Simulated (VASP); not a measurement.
Input of a VASP 6.6.1 run:

File INCAR:

```
SYSTEM = SnO
PREC = Accurate
ENCUT = 520
EDIFF = 1E-6
ISMEAR = 0
SIGMA = 0.05
LREAL = .FALSE.
LASPH = .TRUE.
NELM = 100
ALGO = Normal
ISIF = 2
LWAVE = .FALSE.
LCHARG = .FALSE.
GGA = PS
NBANDS = 28
```

The input KPOINTS:

```
regular mesh
0
G
  8 6 8
  0 0 0
```

POSCAR

```
SnO
1.0
    3.3156061815      0.0000000000      0.0000000000
    0.0000000000      5.7049851891      0.0000000000
    0.0000000000      0.0000000000      3.8941648049
Sn O
2 2
Direct
    0.0000000000      0.2337892808      0.5261742991
    0.5000000000      0.7662107192      0.0261742991
   -0.0533165538      0.9163427630      0.7238267009
    0.4466834462      0.1456299466      0.2238267009
```

Potentials or basis: VASP PAW PBE potentials, release 64 (Sn_d, O).

Run with:

```sh
$ cat potpaw_PBE.64/Sn_d/POTCAR potpaw_PBE.64/O/POTCAR > POTCAR
$ mpirun -np 1 vasp_std > vasp.out
```

(1) Estimate the largest force.

(2) Estimate the band gap on the k mesh.

(3) Predict the pressure.

Results:

(1) 3.051 eV/Å.

(2) 1.09 eV (least direct gap 1.55 eV).

(3) 3.2 GPa.

Caveat: the cell differs from its parent crystal (all O atoms moved -0.250 Å, as atom 3 along Cartesian [1 -1 0]); the cell stands under pressure; the PAW data sets were made with another functional, which shifts forces and pressure a little; spin-orbit coupling is left out, which moves the levels of the heavy elements.
